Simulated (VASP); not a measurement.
# Sn5Ge12 in VASP: further runs, part 2 of 2

VASP 6.6.1. The steps go on from the part before.

**4. Single point, PBE**

Input file INCAR:

```
SYSTEM = Sn5Ge12
PREC = Accurate
ENCUT = 410
EDIFF = 1E-6
ISMEAR = -1
SIGMA = 0.05
LREAL = Auto
LASPH = .TRUE.
NELM = 120
ALGO = Normal
ISIF = 2
LWAVE = .FALSE.
LCHARG = .FALSE.
GGA = PE
NBANDS = 133
ISYM = -1
GGA_COMPAT = .FALSE.
```

Input file KPOINTS:

```
explicit points
1
Reciprocal
  0.25000000   0.25000000   0.25000000 1
```

Input file POSCAR:

```
Sn5Ge12
1.0
    7.0815660000     -0.0735080000      0.0306640000
   -0.0735080000      7.7150240000     -0.3469720000
    0.0306640000     -0.3469720000      7.5368430000
Sn Ge
5 12
Direct
    0.2834901747      0.8519975410      0.3985211511
    0.8892747804      0.4010581682      0.2048308865
    0.6249863841      0.7085285264      0.9163249092
    0.3427700328      0.4331893844      0.1993306596
    0.8349813967      0.3765636253      0.6648046357
    0.4302771264      0.1219374171      0.0188986094
    0.2695185085      0.8371721259      0.9261591055
    0.7225727317      0.9680567696      0.6732137877
    0.1624752087      0.1859502532      0.4619722597
    0.7099696391      0.7254130342      0.3799831710
    0.2742175348      0.2771401240      0.7696140488
    0.5919507084      0.1398570387      0.3683994611
    0.0801594728      0.5533588344      0.9114174212
    0.0023397827      0.8536343575      0.1624585351
    0.0431421029      0.8089120201      0.6650748745
    0.7859141491      0.0781529219      0.0434694744
    0.3531272728      0.5347367917      0.5657560333
```

Command:

```sh
$ cat potpaw_PBE.64/Sn_d/POTCAR potpaw_PBE.64/Ge_d/POTCAR > POTCAR
$ mpirun -np 1 vasp_std > vasp.out
```

It took 2.8 min on 1 thread of Intel Xeon 8259CL, shared host; peak memory 0.33 GiB.

The run converged. Its results:

- Free energy: -67.7845 eV
- Pressure: 1.1 GPa
- Largest force: 1.063 eV/Å

Forces in eV/Å, atoms in the order of the input:
```
Sn   0.912  0.208 -0.503
Sn  -0.410  0.209  0.413
Sn   0.446 -0.707 -0.129
Sn   0.529  0.134  0.514
Sn  -0.065 -0.368 -0.107
Ge  -0.039  0.289  0.266
Ge  -0.806  0.067 -0.050
Ge  -0.173  0.303  0.226
Ge   0.422  0.776 -0.194
Ge  -0.291 -0.005 -0.571
Ge  -0.351  0.275 -0.224
Ge  -0.382 -0.252  0.036
Ge  -0.056 -0.377 -0.167
Ge  -0.257 -0.259  0.157
Ge  -0.007 -0.458  0.209
Ge   0.422  0.354 -0.322
Ge   0.105 -0.191  0.444
```

Stress tensor (GPa, compression positive):
```
-0.02  2.90  1.86
 2.90  1.51  4.07
 1.86  4.07  1.79
```

Levels at points of the mesh, in eV from the Fermi level:
| k point | band 115 | band 116 | band 117 | band 118 | band 119 | band 120 | band 121 | band 122 | band 123 | band 124 |
| --- | --- | --- | --- | --- | --- | --- | --- | --- | --- | --- |
| (0.25, 0.25, 0.25) | -1.16 | -1.01 | -0.71 | -0.61 | -0.19 | 0.20 | 0.33 | 0.59 | 0.83 | 1.12 |

Caveat: the atoms stand as in a frame of molecular dynamics; spin-orbit coupling is left out, which moves the levels of the heavy elements.

**5. Single point, PBE**

Input file INCAR:

```
SYSTEM = Sn5Ge12
ALGO = Normal
EDIFF = 1E-6
ENCUT = 410
GGA = PE
GGA_COMPAT = .FALSE.
ISIF = 2
ISMEAR = -1
ISYM = -1
LASPH = .TRUE.
LCHARG = .FALSE.
LREAL = Auto
LWAVE = .FALSE.
NBANDS = 133
NELM = 120
PREC = Accurate
SIGMA = 0.05
```

KPOINTS is that of step 4.

Input file POSCAR:

```
Sn5Ge12
1.0
    7.0815660000     -0.0735080000      0.0306640000
   -0.0735080000      7.7150240000     -0.3469720000
    0.0306640000     -0.3469720000      7.5368430000
Sn Ge
5 12
Direct
    0.3079232605      0.8641985999      0.3895649090
    0.8721101502      0.4093702652      0.2250652739
    0.6351449548      0.6911565023      0.9063923541
    0.3583579116      0.4387492315      0.2052692369
    0.8316016711      0.3666399196      0.6798802300
    0.4360581261      0.1442626480      0.0210363694
    0.2634717409      0.8228055462      0.9200778613
    0.6947918325      0.9664863949      0.6614682859
    0.1718453093      0.2017133043      0.4535495040
    0.7047400894      0.7187380244      0.3645166577
    0.2806221023      0.2781662625      0.7704639606
    0.5897824927      0.1353015776      0.3631652893
    0.0447655957      0.5534161136      0.9101223421
   -0.0182371269      0.8254200675      0.1788219384
    0.0243986783      0.7888226989      0.6577722567
    0.8025244631      0.0886451226      0.0168984236
    0.3529754779      0.5295359672      0.5747125837
```

Potentials or basis: VASP PAW PBE potentials, release 64 (Sn_d, Ge_d).

Command:

```sh
$ cat potpaw_PBE.64/Sn_d/POTCAR potpaw_PBE.64/Ge_d/POTCAR > POTCAR
$ mpirun -np 1 vasp_std > vasp.out
```

OUTCAR:

```text
SYSTEM = Sn5Ge12
   EDIFF = 1E-6
   ENCUT = 410
   GGA = PE
   ISIF = 2
   ISMEAR = -1
   ISYM = -1
   LASPH = .TRUE.
   LREAL = Auto
   NELM = 120
   PREC = Accurate

 ion  position               nearest neighbor table
   1  0.308  0.864  0.390-   9 2.80  14 2.81  12 2.88  15 2.93  10 3.05  17 3.07   4 3.47
   2  0.872  0.409  0.225-  10 2.80  16 2.85  13 2.96  12 3.12   9 3.28  14 3.34   4 3.45   5 3.49
                             4 3.66
   3  0.635  0.691  0.906-   7 2.84   8 2.96  13 3.11   5 3.23  14 3.31  16 3.31   4 3.65
   4  0.358  0.439  0.205-   6 2.62  17 2.81   9 3.01  12 3.21   2 3.45   1 3.47   3 3.65   2 3.66

   5  0.832  0.367  0.680-  13 2.62   9 3.16   8 3.21   3 3.23  12 3.32   2 3.49
   6  0.436  0.144  0.021-  11 2.51   4 2.62  16 2.64   7 2.79  12 2.82
   7  0.263  0.823  0.920-  13 2.56  15 2.61  14 2.78   6 2.79   3 2.84
   8  0.695  0.966  0.661-  15 2.73  10 2.81  12 2.81  16 2.87   3 2.96   5 3.21
   9  0.172  0.202  0.454-  11 2.53   1 2.80  17 2.89   4 3.01   5 3.16   2 3.28
  10  0.705  0.719  0.365-  14 2.57   2 2.80   8 2.81   1 3.05
  11  0.281  0.278  0.770-   6 2.51   9 2.53  17 2.58  13 2.85
  12  0.590  0.135  0.363-   8 2.81   6 2.82   1 2.88   2 3.12   4 3.21   5 3.32
  13  0.045  0.553  0.910-   7 2.56   5 2.62  15 2.76  14 2.82  11 2.85   2 2.96   3 3.11
  14  0.982  0.825  0.179-  10 2.57   7 2.78  16 2.80   1 2.81  13 2.82   3 3.31   2 3.34
  15  0.024  0.789  0.658-   7 2.61   8 2.73  13 2.76   1 2.93
  16  0.803  0.089  0.017-   6 2.64  14 2.80   2 2.85   8 2.87   3 3.31
  17  0.353  0.530  0.575-  11 2.58   4 2.81   9 2.89   1 3.07

IMPORTANT INFORMATION: All symmetrisations will be switched off!
NOSYMM: (Re-)initialisation of all symmetry stuff for point group C_1.

----------------------------------------------------------------------------------------

                                     Primitive cell

  volume of cell :     410.8723

  direct lattice vectors                    reciprocal lattice vectors
     7.081566000 -0.073508000  0.030664000     0.141227656  0.001322500 -0.000513708
    -0.073508000  7.715024000 -0.346972000     0.001322500  0.129898530  0.005974730
     0.030664000 -0.346972000  7.536843000    -0.000513708  0.005974730  0.132958696

  length of vectors
     7.082013889  7.723172167  7.544887823     0.141234782  0.130042587  0.133093862

  position of ions in fractional coordinates (direct lattice)
     0.307923260  0.864198600  0.389564909
     0.872110150  0.409370265  0.225065274
     0.635144955  0.691156502  0.906392354
     0.358357912  0.438749231  0.205269237
     0.831601671  0.366639920  0.679880230
     0.436058126  0.144262648  0.021036369
[... 9 lines left out ...]
     0.802524463  0.088645123  0.016898424
     0.352975478  0.529535967  0.574712584

  ion indices of the primitive-cell ions
   primitive index   ion index
                 1           1
                 2           2
                 3           3
                 4           4
                 5           5
                 6           6
[... 9 lines left out ...]
                16          16
                17          17

----------------------------------------------------------------------------------------

 KPOINTS: explicit points

Read explicit list of k-points.

 Found      1 k-points:

 Following reciprocal coordinates:
            Coordinates               Weight
  0.250000  0.250000  0.250000      1.000000
   k-points           NKPTS =      1   k-points in BZ     NKDIM =      1   number of bands    NBANDS=    133
   number of dos      NEDOS =    301   number of ions     NIONS =     17
   total plane-waves  NPLWV = 129600
   dimension x,y,z NGX =    48 NGY =   54 NGZ =   50
   dimension x,y,z NGXF=    96 NGYF=  108 NGZF=  100
   ions per type =               5  12
   NGX,Y,Z   is equivalent  to a cutoff of  11.27, 11.62, 11.02 a.u.
   NGXF,Y,Z  is equivalent  to a cutoff of  22.54, 23.25, 22.03 a.u.
 SYSTEM =  Sn5Ge12
   PREC   = accura    normal or accurate (medium, high low for compatibility)
   ISTART =      0    job   : 0-new  1-cont  2-samecut
   ICHARG =      2    charge: 1-file 2-atom 10-const
   ISPIN  =      1    spin polarized calculation?
   LNONCOLLINEAR =      F non collinear calculations
   LSORBIT =      F    spin-orbit coupling
   LASPH  =      T    aspherical Exc in radial PAW
   ENCUT  =  410.0 eV  30.13 Ry    5.49 a.u.  11.69 12.75 12.46*2*pi/ulx,y,z
   NELM   =    120;   NELMIN=  2; NELMDL= -5     # of ELM steps
   EDIFF  = 0.1E-05   stopping-criterion for ELM
   LREAL  =      T    real-space projection
   EDIFFG = 0.1E-04   stopping-criterion for IOM
   NSW    =      0    number of steps for IOM
   IBRION =     -1    ionic relax: 0-MD 1-quasi-New 2-CG
   NFREE  =      0    steps in history (QN), initial steepest desc. (CG)
   ISIF   =      2    stress and relaxation
   ISYM   =     -1    0-nonsym 1-usesym 2-fastsym
   POTIM  = 0.5000    time-step for ionic-motion
   TEBEG  =    0.0;   TEEND  =   0.0 temperature during run
   PSTRESS=    0.0 pullay stress
   NELECT =     238.0000    total number of electrons
   NUPDOWN=      -1.0000    fix difference up-down
   EMIN   =  10.00;   EMAX   =-10.00  energy-range for DOS
   EFERMI =   0.00;   METHOD = LEGACY
   ISMEAR =    -1;   SIGMA  =   0.05  broadening in eV -4-tet -1-fermi 0-gaus
   EFERMI_NEDOS =   21; number of points for ismear=-14 and -15
   IALGO  =     38    algorithm
   IMIX   =      4    mixing-type and parameters
     AMIX     =   0.40;   BMIX     =  1.00
     AMIX_MAG =   1.60;   BMIX_MAG =  1.00
  volume/ion in A,a.u.               =      24.17       163.10
  Fermi-wavevector in a.u.,A,eV,Ry     =   1.364682  2.578875 25.338911  1.862357
  Thomas-Fermi vector in A             =   2.490977
   LORBIT       =      0    0 simple, 1 ext, 2 COOP (PROOUT), +10 PAW based schemes
   GGA     = PE    functional components
   LHFCALC =     F    Hartree Fock is set to
   AEXX    =    0.0000 exact exchange contribution
   IVDW    =     0    specifies the selected vdW correction
   LEPSILON=     F    determine dielectric tensor
   LRPA    =     F    only Hartree local field effects (RPA)
 non-spin polarized calculation
  energy-cutoff  :      410.00
  volume of cell :      410.87
 maximum number of plane-waves:      7747
 NGX is ok and might be reduce to    48
   NGX = 23   NGY = 25   NGZ = 25

 number of electron     238.0000018 magnetization

 Free energy of the ion-electron system (eV)
  ---------------------------------------------------
  ext. energy  EPLUGINS =         0.00000000
  ---------------------------------------------------
  free energy    TOTEN  =       -68.02665324 eV

  energy without entropy =      -68.01352294  energy(sigma->0) =      -68.02008809

 E-fermi :   5.8877     XC(G=0): -10.1980

 val. band max:        5.6669276254   @ k =   0.2500   0.2500   0.2500
 cond. band min:       6.1091729204   @ k =   0.2500   0.2500   0.2500
 fundamental gap:      0.4422452950
 Fermi energy:         5.8876632810

 k-point     1 :       0.2500    0.2500    0.2500
  band No.  band energies     occupation
      1     -18.9205      2.00000
      2     -18.9118      2.00000
      3     -18.9025      2.00000
      4     -18.8938      2.00000
      5     -18.8854      2.00000
      6     -18.8848      2.00000
[... 123 lines left out ...]
    130       8.1333      0.00000
    131       8.2481      0.00000
 [bands above 131 left out]

------------------------ aborting loop because EDIFF is reached ----------------------------------------

  FORCE on cell =-STRESS in cart. coord.  units (eV):
  Direction    XX          YY          ZZ          XY          YZ          ZX
  --------------------------------------------------------------------------------------
  -------------------------------------------------------------------------------------
  Total       -2.1985194      3.1849547      3.8295366      8.6435936     11.8918433      5.0364245
  in kB       -8.5730233     12.4195813     14.9330980     33.7052873     46.3716844     19.6393010
  external PRESSURE =       6.2598854 kB  Pullay stress =       0.0000000 kB

 VOLUME and BASIS-vectors are now :
 -----------------------------------------------------------------------------
  energy-cutoff  :      410.00
  volume of cell :      410.87
      direct lattice vectors                 reciprocal lattice vectors
     7.081566000 -0.073508000  0.030664000     0.141227656  0.001322500 -0.000513708
    -0.073508000  7.715024000 -0.346972000     0.001322500  0.129898530  0.005974730
     0.030664000 -0.346972000  7.536843000    -0.000513708  0.005974730  0.132958696

 POSITION                                       TOTAL-FORCE (eV/Angst)
 -----------------------------------------------------------------------------------
      2.12900      6.50951      2.64568        -0.266322     -0.113660     -0.247933
      6.15272      3.01610      1.58098        -0.069960     -0.462672     -0.048417
      4.47481      4.97111      6.61100        -0.145192     -0.102379      0.056979
      2.51178      3.28740      1.40584        -0.038941      0.713254      0.362420
      5.88294      2.53161      5.02244        -0.404951     -1.050775     -0.635851
      3.07802      1.07364      0.12186         0.232229     -1.226968      0.034410
[... 9 lines left out ...]
      5.67713      0.61904      0.12121         0.025174     -0.130696      0.033457
      2.47832      3.86003      4.15861        -0.028658      0.222826      0.422703
 -----------------------------------------------------------------------------------
    total drift:                               -0.001839     -0.002723     -0.000544

  FREE ENERGIE OF THE ION-ELECTRON SYSTEM (eV)
  ---------------------------------------------------
  free  energy   TOTEN  =       -68.0266532425 eV

  energy  without entropy=      -68.0135229418  energy(sigma->0) =      -68.02008809
```

Run time: 2.9 min. Hardware: 1 thread of Intel Xeon 8259CL, shared host; peak memory 0.33 GiB.

Results:

- Free energy: -68.0267 eV
- Pressure: 0.6 GPa
- Largest force: 1.293 eV/Å

Forces on the atoms (eV/Å):
```
Sn  -0.266 -0.114 -0.248
Sn  -0.070 -0.463 -0.048
Sn  -0.145 -0.102  0.057
Sn  -0.039  0.713  0.362
Sn  -0.405 -1.051 -0.636
Ge   0.232 -1.227  0.034
Ge  -0.410  0.661  0.036
Ge   0.125  0.151  0.161
Ge  -0.003  0.396  0.070
Ge  -0.389  0.275  0.090
Ge  -0.540  0.235 -0.299
Ge   0.153  0.029 -0.059
Ge   1.020 -0.155  0.503
Ge   0.312  0.676 -0.272
Ge   0.429 -0.117 -0.208
Ge   0.025 -0.131  0.033
Ge  -0.029  0.223  0.423
```

Levels at points of the mesh, in eV from the Fermi level:
```csv
k point,band 116,band 117,band 118,band 119,band 120,band 121,band 122,band 123
"(0.25, 0.25, 0.25)",-0.92,-0.64,-0.51,-0.22,0.22,0.42,0.62,0.94
```

Caveat: the atoms stand as in a frame of molecular dynamics; spin-orbit coupling is left out, which moves the levels of the heavy elements.

**6. Single point, PBE**

Input file INCAR:

```
SYSTEM = Sn5Ge12
ALGO = Normal ; EDIFF = 1E-6
ENCUT = 410 ; GGA = PE
GGA_COMPAT = .False. ; ISIF = 2
ISMEAR = -1 ; ISYM = -1
LASPH = .True. ; LCHARG = .False.
LREAL = Auto ; LWAVE = .False.
NBANDS = 133 ; NELM = 120
PREC = Accurate ; SIGMA = 0.05
```

KPOINTS is that of step 5.

Input file POSCAR:

```
Sn5Ge12
1.0
    7.0815660000     -0.0735080000      0.0306640000
   -0.0735080000      7.7150240000     -0.3469720000
    0.0306640000     -0.3469720000      7.5368430000
Sn Ge
5 12
Direct
    0.3166064659      0.8751089164      0.3757801337
    0.8621979092      0.4053826941      0.2359924450
    0.6410250611      0.6912708728      0.9040784377
    0.3654840441      0.4584536082      0.2250400284
    0.8221333353      0.3418593390      0.6821980665
    0.4341312396      0.1321311288      0.0250674721
    0.2442338712      0.8454452711      0.9156572121
    0.6856157288      0.9781399895      0.6590164433
    0.1661038294      0.2100667170      0.4341036242
    0.6989062908      0.7181027069      0.3655840078
    0.2657841591      0.2708302212      0.7638639279
    0.6000933564      0.1274005400      0.3595176598
    0.0363409065      0.5548866399      0.9159626610
   -0.0247998527      0.8289437996      0.1856181362
    0.0369347887      0.7613282954      0.6460206260
    0.8117852896      0.1036668706      0.0181071726
    0.3488983004      0.5306965526      0.5921308467
```

Potentials or basis: VASP PAW PBE potentials, release 64 (Sn_d, Ge_d).

Command:

```sh
$ cat potpaw_PBE.64/Sn_d/POTCAR potpaw_PBE.64/Ge_d/POTCAR > POTCAR
$ mpirun -np 1 vasp_std > vasp.out
```

It took 2.9 min on 1 thread of Intel Xeon 8259CL, shared host; peak memory 0.33 GiB.

Results (log left out):

```
Free energy   : -68.3003 eV
Pressure      : 0.3 GPa
Largest force : 1.069 eV/Å
```

Forces on the atoms (eV/Å):
```
Sn  -0.514 -0.256  0.040
Sn   0.122 -0.309  0.002
Sn  -0.273  0.081  0.011
Sn   0.073 -0.073 -0.577
Sn  -0.024 -0.501 -0.251
Ge   0.211  0.226 -0.030
Ge  -0.149  0.071  0.221
Ge   0.229 -0.286  0.109
Ge  -0.205  0.330  0.534
Ge  -0.295  0.398  0.266
Ge  -0.334 -0.309  0.145
Ge   0.252  0.217 -0.265
Ge   0.609 -0.316  0.312
Ge   0.383  0.873 -0.483
Ge   0.116  0.199 -0.274
Ge  -0.083 -0.683  0.099
Ge  -0.118  0.339  0.143
```

Stress tensor (GPa, compression positive):
```
-0.73  3.94  2.13
 3.94  0.51  4.04
 2.13  4.04  1.08
```

Levels at points of the mesh, in eV from the Fermi level:
```csv
k point,band 115,band 116,band 117,band 118,band 119,band 120,band 121,band 122,band 123,band 124
"(0.25, 0.25, 0.25)",-1.21,-0.95,-0.55,-0.46,-0.22,0.23,0.38,0.75,0.97,1.17
```

Caveat: the atoms stand as in a frame of molecular dynamics; spin-orbit coupling is left out, which moves the levels of the heavy elements.

**7. The runs side by side**

```csv
cell,smearing,pressure (GPa),largest force (eV/Å)
"as given, atomic positions A",fermi-dirac 0.1034 eV,1.6,1.91
"as given, atomic positions B",fermi-dirac 0.1034 eV,2.9,1.73
"as given, atomic positions C",fermi-dirac 0.05 eV,1.1,1.06
"as given, atomic positions D",fermi-dirac 0.05 eV,0.6,1.29
"as given, atomic positions E",fermi-dirac 0.05 eV,0.3,1.07
```

Alike in all rows: task single point; level PBE; potentials or basis VASP PAW PBE potentials, release 64 (Sn_d, Ge_d); no spin polarisation; k mesh 1 × 1 × 1, shifted; cutoff (eV) 410.

Caveats: the atoms stand as in a frame of molecular dynamics; spin-orbit coupling is left out, which moves the levels of the heavy elements.

Total energies depend on the potentials used, so only differences within one code and one set of settings carry meaning.
